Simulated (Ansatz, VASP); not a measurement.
## BeS in VASP and in Ansatz

File POSCAR:

```
BeS
1.0
    0.0000000000      2.4343062282      2.4343062282
    2.4343062282      0.0000000000      2.4343062282
    2.4343062282      2.4343062282      0.0000000000
Be S
1 1
Direct
    0.0000000000      0.0000000000      0.0000000000
    0.2500000000      0.2500000000      0.2500000000
```

The input INCAR.step1:

```
ALGO     = Normal         # electronic algorithm
EDIFF    = 1E-5           # SCF threshold, eV
ENCUT    = 520            # plane-wave cutoff, eV
GGA      = PE             # functional
ISIF     = 2              # what is computed and relaxed
ISMEAR   = 0              # smearing method
LASPH    = True           # aspherical terms in the spheres
LCHARG   = False          # write CHGCAR
LREAL    = False          # projectors in reciprocal space
LWAVE    = True           # write WAVECAR
NBANDS   = 11             # bands
NELM     = 60             # most SCF steps
PREC     = Accurate       # precision mode
SIGMA    = 0.01           # smearing width, eV
```

Contents of INCAR.step2:

```
AEXX     = 0.25           # exact-exchange fraction
ALGO     = Normal         # electronic algorithm
EDIFF    = 1E-6           # SCF threshold, eV
ENCUT    = 520            # plane-wave cutoff, eV
GGA      = PE             # functional
ISIF     = 2              # what is computed and relaxed
ISMEAR   = 0              # smearing method
ISTART   = 1            
LASPH    = True           # aspherical terms in the spheres
LCHARG   = False          # write CHGCAR
LHFCALC  = True           # exact exchange
LREAL    = False          # projectors in reciprocal space
LWAVE    = False          # write WAVECAR
NBANDS   = 11             # bands
NELM     = 60             # most SCF steps
PREC     = Accurate       # precision mode
PRECFOCK = Normal       
SIGMA    = 0.01           # smearing width, eV
```

KPOINTS

```
k-points
0
Gamma
  6 6 6
```

Input for Ansatz:

```yaml
crystal:
  lattice:
    - [0.0, 2.4343062282, 2.4343062282]
    - [2.4343062282, 0.0, 2.4343062282]
    - [2.4343062282, 2.4343062282, 0.0]
  atoms:
    - { symbol: Be, position: [0.0, 0.0, 0.0] }
    - { symbol: S, position: [0.25, 0.25, 0.25] }
kpoints:
  mp_grid: { grid: [6, 6, 6] }
  band_path:
    path:
      - [0.0, 0.0, 0.0]
      - [-0.5, -0.5, 0.0]
      - [-0.375, -0.375, 0.25]
      - [-0.375, 0.0, 0.375]
      - [0.0, 0.0, 0.5]
      - [-0.5, -0.25, 0.25]
      - [0.0, 0.5, 0.5]
      - [-0.0375, 0.0, 0.0375]
    npoints: 1
hamiltonian:
  xc: pbe0
scf:
  occupations: { method: fixed }
  n_extra_bands: 4
output:
  forces: true
  stress: true
  eigenvalues: true
  write_density: true
  write_potential: true
  elf: true
  volumetric_format: npy
```

Alike in both runs: task single point; functional PBE0; k mesh 6 × 6 × 6; no spin polarisation.

|  | VASP | Ansatz |
| --- | --- | --- |
| version | VASP 6.6.1 | Ansatz 0.2.0 |
| potentials or method | VASP PAW PBE potentials, release 64 (Be, S) | plane waves, PAW |
| plane-wave cutoff (eV) | 520 | 420 |
| occupations | gaussian, width 0.01 eV | fixed |
| valence electrons in the cell | 8 | 8 |

Ansatz gave:

| Item | Value |
| --- | --- |
| gap on the k mesh at the Fermi level (eV) | 4.80 |
| pressure (GPa) | -0.9 |

What did VASP give for the same quantities?

gap on the k mesh at the Fermi level (eV): 4.80; pressure (GPa): -1.1.

Ansatz's warnings: stress exchange threshold loose, stress scf threshold loose.
